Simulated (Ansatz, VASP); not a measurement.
## One calculation of TiPt3, two programs

```xyz
4
Lattice="3.8970 0.0000 0.0000 0.0000 3.8970 0.0000 0.0000 0.0000 3.8970" Properties=species:S:1:pos:R:3 pbc="T T T"
Ti    0.0000    0.0000    0.0000
Pt    0.0000    1.9485    1.9485
Pt    1.9485    0.0000    1.9485
Pt    1.9485    1.9485    0.0000
```

Alike in both runs: task relaxation of cell and atoms; functional LDA; k mesh 8 × 8 × 8; occupations fermi-dirac, width 0.1 eV; no spin polarisation.

```csv
,VASP,Ansatz
version,VASP 6.6.1,Ansatz 0.2.0
potentials or method,"VASP PAW LDA potentials, release 64 (Ti_sv, Pt), cutoff 600 eV",PAW plane waves
valence electrons in the cell,42,66
```

```csv
,VASP,Ansatz,Ansatz less VASP
"gap on the k mesh at the Fermi level, each at its own relaxed structure (eV)",none,none,-
relaxed volume (Å³/atom),14.57,14.52,-0.049
relaxed cell length with the largest relative difference (Å),3.877,3.873,-0.0044
```

Ansatz warns that its potentials were made for another functional, while VASP's fit it. LDA's correlation is that of Perdew and Zunger in VASP and of Perdew and Wang (1992) in Ansatz. A gap of «none» marks a metal or a gap that the smearing closes. VASP's potentials hold 42 valence electrons a cell and Ansatz's 66, so a difference there can come from the potentials and not from the codes.

Spin-orbit coupling is off throughout.
